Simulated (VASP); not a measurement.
Sn2TeSe: relaxation of cell and atoms with PBE

Crystal: Sn2TeSe.

```
Se Sn Te
1.0
     4.00569    0.00000    0.00000
     0.00000    4.00569    0.00000
     0.00000    0.00000    5.66490
Se Sn Te
1 2 1
Direct
  0.00000 0.00000 0.00000
  0.00000 0.00000 0.50000
  0.50000 0.50000 0.00000
  0.50000 0.50000 0.50000
```

```yaml
Program: VASP 6.6.1
Task: relaxation of cell and atoms
Functional: PBE
Potentials_or_basis: VASP PAW PBE potentials, release 64 (Se, Sn_d, Te)
Cutoff: 600 eV
k_mesh: 6 × 6 × 4
Occupations: fermi-dirac, width 0.02 eV
Spin: no spin polarisation
Dipole_correction: no
Further_INCAR_settings: ALGO = Normal; EDIFF = 1e-07; IBRION = 2; EDIFFG = -0.005; NSW = 80; ISIF = 3
```

```
Relaxed volume                         : 30.45 Å³/atom
Relaxed cell                           : a = 4.408 Å, b = 4.408 Å, c = 6.268 Å, α = 90.00°, β = 90.00°, γ = 90.00°
Space group after relaxing (to 0.05 Å) : P4/mmm (No. 123)
Energy gained by relaxing              : 450.4 meV/atom
Ionic steps                            : 5
Pressure after relaxing                : 0.0 GPa
Band gap on the k mesh                 : 0.15 eV, direct
```

The path:
| step | energy change (eV) | largest force (eV/Å) | pressure (GPa) | volume (Å³) |
| --- | --- | --- | --- | --- |
| 1 | 0.0000 | 0.0000 | 24.37 | 90.90 |
| 2 | -1.3798 | 0.0000 | -5.13 | 144.37 |
| 3 | -1.8014 | 0.0000 | 0.17 | 121.33 |
| 4 | -1.8016 | 0.0000 | -0.06 | 122.00 |
| 5 | -1.8016 | 0.0000 | 0.00 | 121.81 |

Final structure:
```xyz
4
Lattice="4.4082 0.0000 0.0000 0.0000 4.4082 0.0000 0.0000 0.0000 6.2684" Properties=species:S:1:pos:R:3 pbc="T T T"
Se    0.0000    0.0000    6.2684
Sn    0.0000    0.0000    3.1342
Sn    2.2041    2.2041    0.0000
Te    2.2041    2.2041    3.1342
```

Levels at points of the mesh, in eV from the valence-band top:
```
           k point  band 18  band 19  band 20  band 21  band 22  band 23
(0.00, 0.00, 0.00)    -2.24    -2.24    -2.19     2.51     3.32     3.50
(0.50, 0.00, 0.00)    -1.97    -1.11    -0.83     0.87     0.96     0.97
(0.50, 0.50, 0.00)    -3.68    -3.68    -3.54     2.54     2.54     4.15
(0.00, 0.00, 0.50)    -2.97    -2.11    -1.90     1.69     1.91     3.06
(0.50, 0.00, 0.50)    -1.81    -0.52     0.00     0.15     0.24     0.45
(0.50, 0.50, 0.50)    -4.49    -1.27    -0.74     0.86     1.02     3.84
```

It took 3.7 min on 1 thread of Intel(R) Xeon(R) Platinum 8259CL CPU @ 2.50GHz (Skylake/Cascade Lake), on a shared host, peak memory 0.29 GiB.

Caveat: the volume moved by over 15 % at a fixed basis, so the end points are rough; spin-orbit coupling is left out, which moves the levels of the heavy elements. A k mesh can miss the band edges.
